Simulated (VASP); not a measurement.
A run of VASP 6.6.1 is set up as follows.

Contents of INCAR:

```
PREC = Accurate
ENCUT = 520
EDIFF = 1E-6
ISMEAR = -1
SIGMA = 0.1
LREAL = False
LASPH = True
NELM = 60
ALGO = Normal
ISIF = 2
LWAVE = False
LCHARG = True
GGA = RP
LELF = True
LVHAR = True
NBANDS = 17
```

File KPOINTS:

```
Automatic mesh
0
Gamma
  11 11 11
```

The input POSCAR:

```
Pt
1.0
    0.0000000000      2.7930811510      2.7930811510
    2.7930811510      0.0000000000      2.7930811510
    2.7930811510      2.7930811510      0.0000000000
Pt
2
Direct
    0.1250000000      0.1250000000      0.1250000000
    0.8750000000      0.8750000000      0.8750000000
```

Potentials or basis: VASP PAW PBE potentials, release 64 (Pt).

Launch:

```sh
$ cat potpaw_PBE.64/Pt/POTCAR > POTCAR
$ mpirun -np 1 vasp_std > vasp.out
```

Question: Estimate the band gap on the k mesh.

Answer: Zero (band 10 reaches 6.70 eV, above the bottom of band 11 at 6.02 eV).

Question: Estimate the pressure.

Answer: 17.6 GPa.

Caveat: the PAW data sets were made with another functional, which shifts forces and pressure a little; spin-orbit coupling is left out, which moves the levels of the heavy elements.
